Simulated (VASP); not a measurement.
## NaH: electric field gradients with PBEsol

Crystal: NaH.

```xyz
2
Lattice="0.0000 2.4400 2.4400 2.4400 0.0000 2.4400 2.4400 2.4400 0.0000" Properties=species:S:1:pos:R:3 pbc="T T T"
Na    0.0000    0.0000    0.0000
H     2.4400    2.4400    2.4400
```

```yaml
Program: VASP 6.6.1
Task: electric field gradients
Functional: PBEsol
Potentials_or_basis: VASP PAW PBE potentials, release 64 (Na_pv, H)
Cutoff: 520 eV
k_mesh: 9 × 9 × 9
Occupations: fermi-dirac, width 0.03 eV
Spin: no spin polarisation
Dipole_correction: no
Further_INCAR_settings: ALGO = Normal; EDIFF = 1e-08; NBANDS = 11
```

| Quantity | Value |
| --- | --- |
| Pressure | -1.2 GPa |
| Band gap on the k mesh | 3.82 eV (least direct gap 4.55 eV) |
| Largest electric field gradient by atom | zero within the noise of the run |

Levels at points of the mesh, in eV from the valence-band top:
```
           k point  band 1  band 2  band 3  band 4  band 5  band 6  band 7  band 8  band 9
(0.00, 0.00, 0.00)  -21.98  -21.98  -21.98   -3.57   10.23   15.25   15.25   15.25   16.13
```

Wall time 22 s on 1 thread of Intel Xeon 8259CL (shared host), peak memory 0.15 GiB.

Caveat: the PAW data sets were made with another functional, which shifts forces and pressure a little; an odd mesh through Γ misses points on the zone boundary, where band edges can lie.
